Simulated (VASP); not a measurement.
PbO2, 3 atoms in the cell. Symmetry: Fm-3m, No. 225, cubic system. Conventional cell: a = 5.404 Å, b = 5.404 Å, c = 5.404 Å, α = 90.00°, β = 90.00°, γ = 90.00°. Pb (site symmetry m-3m) has 8 O at 2.34 Å within 3.1 Å. Within 3.1 Å of O (site symmetry -43m) lie 4 Pb at 2.34 Å and 6 O at 2.70 Å. 

```yaml
Program: VASP 6.6.1
Task: relaxation of cell and atoms
Functional: r2SCAN
Potentials_or_basis: VASP PAW PBE potentials, release 64 (Pb_d, O)
Cutoff: 600 eV
k_mesh: 14 × 14 × 14
Occupations: gaussian, width 0.1 eV
Spin: no spin polarisation
Dipole_correction: no
Further_INCAR_settings: ALGO = Normal; EDIFF = 1e-06; IBRION = 2; EDIFFG = -0.005; NSW = 100; ISIF = 3
```

Potentials or basis: VASP PAW PBE potentials, release 64 (Pb_d, O).

Command:

```bash
$ cat potpaw_PBE.64/Pb_d/POTCAR potpaw_PBE.64/O/POTCAR > POTCAR
$ cp INCAR.step1 INCAR
$ mpirun -np 1 vasp_std > vasp.out
$ cp INCAR.step2 INCAR
$ mpirun -np 1 vasp_std > vasp.out
```

Hardware: 1 thread of AMD EPYC 7R43 64-Core Processor (Zen 3), with other jobs on the host.

Task: Estimate the wall time of this run.

Result: It took 23 min on 1 thread of AMD EPYC 7R43 64-Core Processor (Zen 3), with other jobs on the host, peak memory 0.24 GiB. Counts: k points 104, ion steps 3.
